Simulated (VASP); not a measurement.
Wanted: the native input for a VASP 6.6.1 run.

```yaml
Task: single point
Functional: revPBE
Potentials_or_basis: VASP PAW PBE potentials, release 64 (Mg, S)
Cutoff: 600 eV
k_mesh: 8 × 8 × 8
Occupations: gaussian, width 0.05 eV
Spin: no spin polarisation
Dipole_correction: no
Further_INCAR_settings: ALGO = Normal; EDIFF = 1e-06; NBANDS = 11
```

The structure of MgS lies in POSCAR:

```
MgS
1.0
    0.0000000000      2.6016508254      2.6016508254
    2.6016508254      0.0000000000      2.6016508254
    2.6016508254      2.6016508254      0.0000000000
Mg S
1 1
Direct
    0.0000000000      0.0000000000      0.0000000000
    0.5000000000      0.5000000000      0.5000000000
```

These files were run (other wordings do the same):

INCAR

```
SYSTEM = MgS
PREC = Accurate ; ENCUT = 600
EDIFF = 1E-6 ; ISMEAR = 0
SIGMA = 0.05 ; LREAL = .FALSE.
LASPH = .TRUE. ; NELM = 120
ALGO = Normal ; ISIF = 2
LWAVE = .FALSE. ; LCHARG = .FALSE.
GGA = RE ; NBANDS = 11
GGA_COMPAT = .FALSE.
```

KPOINTS

```
regular mesh
0
G
  8 8 8
  0 0 0
```

Potentials or basis: VASP PAW PBE potentials, release 64 (Mg, S).

Launch:

```sh
$ cat potpaw_PBE.64/Mg/POTCAR potpaw_PBE.64/S/POTCAR > POTCAR
$ mpirun -np 1 vasp_std > vasp.out
```

It gave:

```json
{
 "Pressure": "2.5 GPa",
 "Band gap on the k mesh": "2.89 eV (least direct gap 3.84 eV)"
}
```

Caveat: the PAW data sets were made with another functional, which shifts forces and pressure a little.

Run time: 14 s on 1 thread of AMD EPYC 7R43 64-Core Processor (Zen 3), on a shared host, peak memory 0.13 GiB.
